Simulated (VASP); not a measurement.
Write the native input for VASP 6.6.1 that does the following.

```yaml
Task: single point
Functional: r2SCAN
Potentials_or_basis: VASP PAW PBE potentials, release 64 (Sr_sv, O)
Cutoff: 520 eV
k_mesh: 8 × 8 × 8
Occupations: gaussian, width 0.01 eV
Spin: no spin polarisation
Dipole_correction: no
Further_INCAR_settings: ALGO = Normal; EDIFF = 1e-06; NBANDS = 15
```

The system is SrO.

```
CELL_PARAMETERS angstrom
0.00931 2.80159 2.80159
2.80159 0.00931 2.80159
2.80159 2.80159 0.00931
ATOMIC_POSITIONS crystal
Sr 0.00029 0.00029 0.00029
O 0.24971 0.24971 0.24971
```

This cell differs from its parent crystal: strain along [111] +0.5%.

These files were run (other wordings do the same):

POSCAR

```
SrO
1.0
    0.0093076034      2.8015886299      2.8015886299
    2.8015886299      0.0093076034      2.8015886299
    2.8015886299      2.8015886299      0.0093076034
Sr O
1 1
Direct
    0.0002945613      0.0002945613      0.0002945613
    0.2497054387      0.2497054387      0.2497054387
```

INCAR.step1

```
SYSTEM = SrO
PREC = Accurate
ENCUT = 520
ISMEAR = 0
SIGMA = 0.01
LREAL = .False.
LASPH = .True.
NELM = 60
NBANDS = 15
GGA = PE
ALGO = Normal
EDIFF = 1E-4
LWAVE = .True.
LCHARG = .False.
```

INCAR.step2

```
SYSTEM = SrO
PREC = Accurate
ENCUT = 520
EDIFF = 1E-6
ISMEAR = 0
SIGMA = 0.01
LREAL = .False.
LASPH = .True.
NELM = 60
ALGO = Normal
ISIF = 2
LWAVE = .False.
LCHARG = .False.
METAGGA = R2SCAN
LMIXTAU = .True.
NBANDS = 15
ISTART = 1
```

KPOINTS

```
Automatic mesh
0
Gamma
  8 8 8
  0 0 0
```

Potentials or basis: VASP PAW PBE potentials, release 64 (Sr_sv, O).

The run is started by

```console
$ cat potpaw_PBE.64/Sr_sv/POTCAR potpaw_PBE.64/O/POTCAR > POTCAR
$ cp INCAR.step1 INCAR
$ mpirun -np 1 vasp_std > vasp.out
$ cp INCAR.step2 INCAR
$ mpirun -np 1 vasp_std > vasp.out
```

It gave:

| Quantity | Value |
| --- | --- |
| Pressure | 0.1 GPa |
| Band gap on the k mesh | 2.89 eV, indirect (least direct gap 3.72 eV) |

Caveat: the cell differs from its parent crystal (strain along [111] +0.5%); the PAW data sets were made with another functional, which shifts forces and pressure a little.

Wall time 5.1 min on 1 thread of Intel(R) Xeon(R) Platinum 8259CL CPU @ 2.50GHz (Skylake/Cascade Lake) (shared host), peak memory 0.19 GiB.
